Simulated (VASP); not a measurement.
Here is a VASP 6.6.1 calculation.

Contents of INCAR:

```
ALGO     = Normal         # electronic algorithm
DIPOL    = 0.5 0.5 0.370
EDIFF    = 1E-6           # SCF threshold, eV
EDIFFG   = -0.025         # ionic threshold
ENCUT    = 520            # plane-wave cutoff, eV
GGA      = PE             # functional
IBRION   = 2              # ionic algorithm
IDIPOL   = 3            
ISIF     = 2              # what is computed and relaxed
ISMEAR   = 0              # smearing method
LASPH    = T              # aspherical terms in the spheres
LCHARG   = F              # write CHGCAR
LDIPOL   = T            
LREAL    = F              # projectors in reciprocal space
LWAVE    = F              # write WAVECAR
NELM     = 100            # most SCF steps
NSW      = 36             # ionic steps
PREC     = Accurate       # precision mode
SIGMA    = 0.1            # smearing width, eV
```

Contents of KPOINTS:

```
k-points
0
Gamma
  9 9 1
```

POSCAR

```
Ti3C
1.0
    2.9075446924      0.0000000000      0.0000000000
   -1.4537723462      2.5180075663      0.0000000000
    0.0000000000      0.0000000000     19.9935258682
Ti C
3 1
Selective dynamics
Direct
    0.6666666667      0.3333333333      0.2000647623  F F F
    0.3333333333      0.6666666667      0.3124429313  F F F
    0.0000000000      0.0000000000      0.4248138084  F F F
    0.0000000000      0.0000000000      0.5428520182  F F T
```

Potentials or basis: VASP PAW PBE potentials, release 64 (Ti_sv, C).

Launch:

```console
$ cat potpaw_PBE.64/Ti_sv/POTCAR potpaw_PBE.64/C/POTCAR > POTCAR
$ mpirun -np 1 vasp_std > vasp.out
```

Problem. What does it give for the energy gained by relaxing?

Solution. 132.5 meV/atom.

Problem. What does it give for the band gap on the k mesh?

Solution. Zero (bands 20 and 21 overlap by 0.97 eV).

Step by step:
```tsv
step	energy change (eV)	largest force on free atoms (eV/Å)	pressure (GPa)
1	0.0000	2.0699	-3.13
2	-0.1995	1.8994	-2.78
3	-0.5280	0.2112	-0.52
4	-0.5290	0.1430	-0.85
5	-0.5299	0.0051	-0.72
```
